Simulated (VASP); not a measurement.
# KF (Fm-3m) in VASP: settings compared

The runs below take KF through single point, with PBE, LDA, revPBE, RPBE.

All numbers are computed with VASP 6.6.1; they aren't measurements. Logs are shortened: lines on timing, memory, paths and dates and some standing lists are left out, and cuts for length are marked.

**1. The cell of the first run**

The structure is cubic, space group Fm-3m (No. 225). The conventional cell has a = 5.309 Å, b = 5.309 Å, c = 5.309 Å, α = 90.00°, β = 90.00°, γ = 90.00°. K (site symmetry m-3m) has 6 F at 2.65 Å within 3.5 Å. F (site symmetry m-3m) has 6 K at 2.65 Å within 3.5 Å.

**2. Single point, PBE**

INCAR reads:

```
PREC = Accurate
ENCUT = 600
EDIFF = 1E-6
ISMEAR = 0
SIGMA = 0.01
LREAL = False
LASPH = True
NELM = 120
ALGO = Normal
ISIF = 2
LWAVE = False
LCHARG = False
GGA = PE
NBANDS = 15
GGA_COMPAT = False
```

KPOINTS reads:

```
Automatic mesh
0
Gamma
  6 6 6
```

POSCAR reads:

```
KF
1.0
    0.0000000000      2.6544134050      2.6544134050
    2.6544134050      0.0000000000      2.6544134050
    2.6544134050      2.6544134050      0.0000000000
K F
1 1
Direct
    0.0000000000      0.0000000000      0.0000000000
    0.5000000000      0.5000000000      0.5000000000
```

Potentials or basis: VASP PAW PBE potentials, release 64 (K_sv, F).

On the command line:

```
> cat potpaw_PBE.64/K_sv/POTCAR potpaw_PBE.64/F/POTCAR > POTCAR
> mpirun -np 1 vasp_std > vasp.out
```

OUTCAR:

```text
PREC = Accurate
   ENCUT = 600
   EDIFF = 1E-6
   ISMEAR = 0
   LREAL = False
   LASPH = True
   NELM = 120
   ISIF = 2
   GGA = PE

 ion  position               nearest neighbor table
   1  0.000  0.000  0.000-   2 2.65   2 2.65   2 2.65   2 2.65   2 2.65   2 2.65
   2  0.500  0.500  0.500-   1 2.65   1 2.65   1 2.65   1 2.65   1 2.65   1 2.65

  LATTYP: Found a face centered cubic cell.
 ALAT       =     5.3088268100

  Lattice vectors:

 A1 = (   0.0000000000,   2.6544134050,   2.6544134050)
 A2 = (   2.6544134050,   0.0000000000,   2.6544134050)
 A3 = (   2.6544134050,   2.6544134050,   0.0000000000)

Analysis of symmetry for initial positions (statically):
=====================================================================
 Subroutine PRICEL returns:
 Original cell was already a primitive cell.

 Routine SETGRP: Setting up the symmetry group for a
 face centered cubic supercell.

 Subroutine GETGRP returns: Found 48 space group operations
 (whereof 48 operations were pure point group operations)
 out of a pool of 48 trial point group operations.

The static configuration has the point symmetry O_h .

Analysis of symmetry for dynamics (positions and initial velocities):
=====================================================================
 Subroutine PRICEL returns:
 Original cell was already a primitive cell.

 Routine SETGRP: Setting up the symmetry group for a
 face centered cubic supercell.

 Subroutine GETGRP returns: Found 48 space group operations
 (whereof 48 operations were pure point group operations)
 out of a pool of 48 trial point group operations.

The dynamic configuration has the point symmetry O_h .

 Subroutine INISYM returns: Found 48 space group operations
 (whereof 48 operations are pure point group operations),
 and found     1 'primitive' translations

----------------------------------------------------------------------------------------

                                     Primitive cell

  volume of cell :      37.4055

  direct lattice vectors                    reciprocal lattice vectors
     0.000000000  2.654413405  2.654413405    -0.188365535  0.188365535  0.188365535
     2.654413405  0.000000000  2.654413405     0.188365535 -0.188365535  0.188365535
     2.654413405  2.654413405  0.000000000     0.188365535  0.188365535 -0.188365535

  length of vectors
     3.753907437  3.753907437  3.753907437     0.326258676  0.326258676  0.326258676

  position of ions in fractional coordinates (direct lattice)
     0.000000000  0.000000000  0.000000000
     0.500000000  0.500000000  0.500000000

  ion indices of the primitive-cell ions
   primitive index   ion index
                 1           1
                 2           2

----------------------------------------------------------------------------------------

 KPOINTS: Automatic mesh

Automatic generation of k-mesh.
 Grid dimensions read from file:
 generate k-points for:    6    6    6

 Generating k-lattice:

  Cartesian coordinates                     Fractional coordinates (reciprocal lattice)
    -0.031394256  0.031394256  0.031394256     0.166666667  0.000000000  0.000000000
     0.031394256 -0.031394256  0.031394256     0.000000000  0.166666667  0.000000000
     0.031394256  0.031394256 -0.031394256     0.000000000  0.000000000  0.166666667

  Length of vectors
     0.054376446  0.054376446  0.054376446

  Shift w.r.t. Gamma in fractional coordinates (k-lattice)
     0.000000000  0.000000000  0.000000000

 Subroutine IBZKPT returns following result:
 ===========================================

 Found     16 irreducible k-points:

 Following reciprocal coordinates:
            Coordinates               Weight
  0.000000  0.000000  0.000000      1.000000
  0.166667  0.000000  0.000000      8.000000
  0.333333  0.000000  0.000000      8.000000
  0.500000  0.000000  0.000000      4.000000
  0.166667  0.166667  0.000000      6.000000
  0.333333  0.166667  0.000000     24.000000
[... 8 lines left out ...]
 -0.333333  0.333333  0.166667     24.000000
 -0.333333  0.500000  0.166667     12.000000
   k-points           NKPTS =     16   k-points in BZ     NKDIM =     16   number of bands    NBANDS=     15
   number of dos      NEDOS =    301   number of ions     NIONS =      2
   total plane-waves  NPLWV =  27000
   dimension x,y,z NGX =    30 NGY =   30 NGZ =   30
   dimension x,y,z NGXF=    60 NGYF=   60 NGZF=   60
   ions per type =               1   1
   NGX,Y,Z   is equivalent  to a cutoff of  13.29, 13.29, 13.29 a.u.
   NGXF,Y,Z  is equivalent  to a cutoff of  26.57, 26.57, 26.57 a.u.
 SYSTEM =  unknown system
   PREC   = accura    normal or accurate (medium, high low for compatibility)
   ISTART =      0    job   : 0-new  1-cont  2-samecut
   ICHARG =      2    charge: 1-file 2-atom 10-const
   ISPIN  =      1    spin polarized calculation?
   LNONCOLLINEAR =      F non collinear calculations
   LSORBIT =      F    spin-orbit coupling
   LASPH  =      T    aspherical Exc in radial PAW
   ENCUT  =  600.0 eV  44.10 Ry    6.64 a.u.   7.50  7.50  7.50*2*pi/ulx,y,z
   NELM   =    120;   NELMIN=  2; NELMDL= -5     # of ELM steps
   EDIFF  = 0.1E-05   stopping-criterion for ELM
   LREAL  =      F    real-space projection
   EDIFFG = 0.1E-04   stopping-criterion for IOM
   NSW    =      0    number of steps for IOM
   IBRION =     -1    ionic relax: 0-MD 1-quasi-New 2-CG
   NFREE  =      0    steps in history (QN), initial steepest desc. (CG)
   ISIF   =      2    stress and relaxation
   ISYM   =      2    0-nonsym 1-usesym 2-fastsym
   POTIM  = 0.5000    time-step for ionic-motion
   TEBEG  =    0.0;   TEEND  =   0.0 temperature during run
   PSTRESS=    0.0 pullay stress
   NELECT =      16.0000    total number of electrons
   NUPDOWN=      -1.0000    fix difference up-down
   EMIN   =  10.00;   EMAX   =-10.00  energy-range for DOS
   EFERMI =   0.00;   METHOD = LEGACY
   ISMEAR =     0;   SIGMA  =   0.01  broadening in eV -4-tet -1-fermi 0-gaus
   EFERMI_NEDOS =   21; number of points for ismear=-14 and -15
   IALGO  =     38    algorithm
   IMIX   =      4    mixing-type and parameters
     AMIX     =   0.40;   BMIX     =  1.00
     AMIX_MAG =   1.60;   BMIX_MAG =  1.00
  volume/ion in A,a.u.               =      18.70       126.21
  Fermi-wavevector in a.u.,A,eV,Ry     =   1.233492  2.330962 20.701292  1.521502
  Thomas-Fermi vector in A             =   2.368220
   LORBIT       =      0    0 simple, 1 ext, 2 COOP (PROOUT), +10 PAW based schemes
   GGA     = PE    functional components
   LHFCALC =     F    Hartree Fock is set to
   AEXX    =    0.0000 exact exchange contribution
   IVDW    =     0    specifies the selected vdW correction
   LEPSILON=     F    determine dielectric tensor
   LRPA    =     F    only Hartree local field effects (RPA)
 non-spin polarized calculation
 Gauss-broadening in eV      SIGMA  =   0.01
  energy-cutoff  :      600.00
  volume of cell :       37.41
 maximum number of plane-waves:      1272
 NGX is ok and might be reduce to    30
   NGX = 15   NGY = 15   NGZ = 15

 number of electron      16.0000003 magnetization

 Free energy of the ion-electron system (eV)
  ---------------------------------------------------
  ext. energy  EPLUGINS =         0.00000000
  ---------------------------------------------------
  free energy    TOTEN  =        -8.28267986 eV

  energy without entropy =       -8.28267986  energy(sigma->0) =       -8.28267986

 E-fermi :  -2.5935     XC(G=0):  -8.4931

 val. band max:       -2.7530503879   @ k =   0.0000   0.0000   0.0000
 cond. band min:       3.5183811232   @ k =   0.0000   0.0000   0.0000
 fundamental gap:      6.2714315111
 Fermi energy:        -2.5935330010

 k-point     1 :       0.0000    0.0000    0.0000
  band No.  band energies     occupation
      1     -28.8350      2.00000
      2     -21.4207      2.00000
      3     -12.0710      2.00000
      4     -12.0710      2.00000
      5     -12.0710      2.00000
      6      -2.7531      2.00000
      7      -2.7531      2.00000
      8      -2.7531      2.00000
      9       3.5184      0.00000
     10       7.9825      0.00000
     11       7.9825      0.00000
     12       7.9825      0.00000
     13       9.6808      0.00000
     14       9.6808      0.00000
     15      14.3181      0.00000

 k-point     2 :       0.1667    0.0000    0.0000
  band No.  band energies     occupation
      1     -28.8093      2.00000
      2     -21.4448      2.00000
      3     -12.1434      2.00000
      4     -12.0806      2.00000
      5     -12.0806      2.00000
      6      -2.9921      2.00000
      7      -2.8470      2.00000
      8      -2.8470      2.00000
      9       4.2734      0.00000
     10       7.6012      0.00000
     11       8.3510      0.00000
     12       8.3510      0.00000
     13       9.9478      0.00000
     14       9.9478      0.00000
     15      15.5480      0.00000

 k-point     3 :       0.3333    0.0000    0.0000
  band No.  band energies     occupation
      1     -28.7573      2.00000
      2     -21.4939      2.00000
      3     -12.2861      2.00000
      4     -12.0994      2.00000
      5     -12.0994      2.00000
      6      -3.3924      2.00000
      7      -3.0285      2.00000
      8      -3.0285      2.00000
      9       5.8300      0.00000
     10       7.4180      0.00000
     11       9.0904      0.00000
     12       9.0904      0.00000
     13      10.7972      0.00000
     14      10.7972      0.00000
     15      15.2285      0.00000

 k-point     4 :       0.5000    0.0000    0.0000
  band No.  band energies     occupation
      1     -28.7309      2.00000
      2     -21.5187      2.00000
      3     -12.3564      2.00000
      4     -12.1087      2.00000
      5     -12.1087      2.00000
      6      -3.5667      2.00000
      7      -3.1161      2.00000
      8      -3.1161      2.00000
      9       6.3986      0.00000
     10       8.0021      0.00000
     11       9.4139      0.00000
     12       9.4139      0.00000
     13      11.6796      0.00000
     14      11.6796      0.00000
     15      13.6060      0.00000
[... 163 lines left out ...]
 k-point    14 :       0.5000    0.3333    0.1667
  band No.  band energies     occupation
      1     -28.7278      2.00000
      2     -21.4787      2.00000
      3     -12.3811      2.00000
      4     -12.3238      2.00000
      5     -12.1554      2.00000
      6      -3.2603      2.00000
      7      -3.0334      2.00000
      8      -2.8634      2.00000
      9       6.5692      0.00000
     10       6.7645      0.00000
     11       9.0453      0.00000
     12      10.2792      0.00000
     13      10.6620      0.00000
     14      11.8560      0.00000
     15      13.7636      0.00000

 k-point    15 :      -0.3333    0.3333    0.1667
  band No.  band energies     occupation
      1     -28.7118      2.00000
      2     -21.4812      2.00000
      3     -12.4428      2.00000
      4     -12.3923      2.00000
      5     -12.1561      2.00000
      6      -3.2433      2.00000
      7      -2.9852      2.00000
      8      -2.9626      2.00000
      9       6.8872      0.00000
     10       7.2284      0.00000
     11       8.7988      0.00000
     12      10.5612      0.00000
     13      11.1875      0.00000
     14      12.4471      0.00000
     15      12.9338      0.00000

 k-point    16 :      -0.3333    0.5000    0.1667
  band No.  band energies     occupation
      1     -28.7062      2.00000
      2     -21.4619      2.00000
      3     -12.5732      2.00000
      4     -12.3890      2.00000
      5     -12.1950      2.00000
      6      -3.0821      2.00000
      7      -2.9400      2.00000
      8      -2.8680      2.00000
      9       6.2316      0.00000
     10       7.9702      0.00000
     11       8.3033      0.00000
     12      10.9005      0.00000
     13      11.6063      0.00000
     14      12.5177      0.00000
     15      12.7472      0.00000

------------------------ aborting loop because EDIFF is reached ----------------------------------------

  FORCE on cell =-STRESS in cart. coord.  units (eV):
  Direction    XX          YY          ZZ          XY          YZ          ZX
  --------------------------------------------------------------------------------------
  -------------------------------------------------------------------------------------
  Total        0.4984159      0.4984159      0.4984159      0.0000000     -0.0000000     -0.0000000
  in kB       21.3484706     21.3484706     21.3484706      0.0000000     -0.0000000     -0.0000000
  external PRESSURE =      21.3484706 kB  Pullay stress =       0.0000000 kB

 VOLUME and BASIS-vectors are now :
 -----------------------------------------------------------------------------
  energy-cutoff  :      600.00
  volume of cell :       37.41
      direct lattice vectors                 reciprocal lattice vectors
     0.000000000  2.654413405  2.654413405    -0.188365535  0.188365535  0.188365535
     2.654413405  0.000000000  2.654413405     0.188365535 -0.188365535  0.188365535
     2.654413405  2.654413405  0.000000000     0.188365535  0.188365535 -0.188365535

 POSITION                                       TOTAL-FORCE (eV/Angst)
 -----------------------------------------------------------------------------------
      0.00000      0.00000      0.00000         0.000000      0.000000      0.000000
      2.65441      2.65441      2.65441        -0.000000     -0.000000     -0.000000
 -----------------------------------------------------------------------------------
    total drift:                                0.000000      0.000000      0.000000

  FREE ENERGIE OF THE ION-ELECTRON SYSTEM (eV)
  ---------------------------------------------------
  free  energy   TOTEN  =        -8.2826798634 eV

  energy  without entropy=       -8.2826798634  energy(sigma->0) =       -8.28267986
```

Wall time 12 s (1 thread of Intel Xeon Platinum 8259CL at 2.50GHz (Skylake/Cascade Lake), shared host); peak memory 0.17 GiB.

What came out:

```yaml
Free_energy: -8.2827 eV
Pressure: 2.1 GPa
Band_gap_on_the_k_mesh: 6.27 eV
```

**3. Single point, LDA**

INCAR reads:

```
SYSTEM = KF
PREC = Accurate
ENCUT = 600
EDIFF = 1E-6
ISMEAR = 0
SIGMA = 0.1
LREAL = .False.
LASPH = .True.
NELM = 120
ALGO = Normal
ISIF = 2
LWAVE = .False.
LCHARG = .True.
GGA = CA
LELF = .True.
LVHAR = .True.
NBANDS = 15
GGA_COMPAT = .False.
```

KPOINTS reads:

```
regular mesh
0
Gamma
  6 6 6
  0 0 0
```

POSCAR is that of step 2.

Potentials or basis: VASP PAW LDA potentials, release 64 (K_sv, F).

On the command line:

```
> cat potpaw_LDA.64/K_sv/POTCAR potpaw_LDA.64/F/POTCAR > POTCAR
> mpirun -np 1 vasp_std > vasp.out
```

OUTCAR:

```text
SYSTEM = KF
   PREC = Accurate
   ENCUT = 600
   EDIFF = 1E-6
   ISMEAR = 0
   LREAL = .False.
   LASPH = .True.
   NELM = 120
   ISIF = 2
   GGA = CA

 ion  position               nearest neighbor table
   1  0.000  0.000  0.000-   2 2.65   2 2.65   2 2.65   2 2.65   2 2.65   2 2.65
   2  0.500  0.500  0.500-   1 2.65   1 2.65   1 2.65   1 2.65   1 2.65   1 2.65

  LATTYP: Found a face centered cubic cell.
 ALAT       =     5.3088268100

  Lattice vectors:

 A1 = (   0.0000000000,   2.6544134050,   2.6544134050)
 A2 = (   2.6544134050,   0.0000000000,   2.6544134050)
 A3 = (   2.6544134050,   2.6544134050,   0.0000000000)

Analysis of symmetry for initial positions (statically):
=====================================================================
 Subroutine PRICEL returns:
 Original cell was already a primitive cell.

 Routine SETGRP: Setting up the symmetry group for a
 face centered cubic supercell.

 Subroutine GETGRP returns: Found 48 space group operations
 (whereof 48 operations were pure point group operations)
 out of a pool of 48 trial point group operations.

The static configuration has the point symmetry O_h .

Analysis of symmetry for dynamics (positions and initial velocities):
[... 169 lines left out ...]
     10       7.3875      0.00000
     11       7.3875      0.00000
     12       7.3875      0.00000
     13       9.1483      0.00000
     14       9.1483      0.00000
[... 257 lines left out ...]
      2     -21.4545      2.00000
      3     -12.7642      2.00000
      4     -12.5622      2.00000
      5     -12.3478      2.00000
      6      -3.5265      2.00000
      7      -3.3688      2.00000
      8      -3.2964      2.00000
      9       5.5101      0.00000
     10       7.2307      0.00000
     11       7.7156      0.00000
     12      10.3810      0.00000
     13      11.2286      0.00000
     14      11.8353      0.00000
     15      12.1946      0.00000

------------------------ aborting loop because EDIFF is reached ----------------------------------------

  FORCE on cell =-STRESS in cart. coord.  units (eV):
  Direction    XX          YY          ZZ          XY          YZ          ZX
  --------------------------------------------------------------------------------------
  -------------------------------------------------------------------------------------
  Total       -0.6776127     -0.6776127     -0.6776127      0.0000000      0.0000000      0.0000000
  in kB      -29.0239460    -29.0239460    -29.0239460      0.0000000      0.0000000      0.0000000
  external PRESSURE =     -29.0239460 kB  Pullay stress =       0.0000000 kB

 VOLUME and BASIS-vectors are now :
 -----------------------------------------------------------------------------
  energy-cutoff  :      600.00
  volume of cell :       37.41
      direct lattice vectors                 reciprocal lattice vectors
     0.000000000  2.654413405  2.654413405    -0.188365535  0.188365535  0.188365535
     2.654413405  0.000000000  2.654413405     0.188365535 -0.188365535  0.188365535
     2.654413405  2.654413405  0.000000000     0.188365535  0.188365535 -0.188365535

 POSITION                                       TOTAL-FORCE (eV/Angst)
 -----------------------------------------------------------------------------------
      0.00000      0.00000      0.00000         0.000000     -0.000000      0.000000
      2.65441      2.65441      2.65441        -0.000000      0.000000     -0.000000
 -----------------------------------------------------------------------------------
    total drift:                                0.000000      0.000000      0.000000

  FREE ENERGIE OF THE ION-ELECTRON SYSTEM (eV)
  ---------------------------------------------------
  free  energy   TOTEN  =        -9.0496391627 eV

  energy  without entropy=       -9.0496391627  energy(sigma->0) =       -9.04963916
```

stdout:

```text
POSCAR found type information on POSCAR K F
 POSCAR found :  2 types and       2 ions
 scaLAPACK will be used
 LDA part: xc-table for (Slater(with rela. corr.)+CA(PZ))
 , standard interpolation
 POSCAR, INCAR and KPOINTS ok, starting setup
 FFT: planning ... GRIDC
 FFT: planning ... GRID_SOFT
 FFT: planning ... GRID
 WAVECAR not read
 entering main loop
```

Run time: 12 s. Hardware: 1 thread of Intel Xeon Platinum 8259CL at 2.50GHz (Skylake/Cascade Lake), shared host; peak memory 0.15 GiB.

What came out:

```yaml
Free_energy: -9.0496 eV
Pressure: -2.9 GPa
Band_gap_on_the_k_mesh: 5.89 eV
```

[end of part 1 of 2]
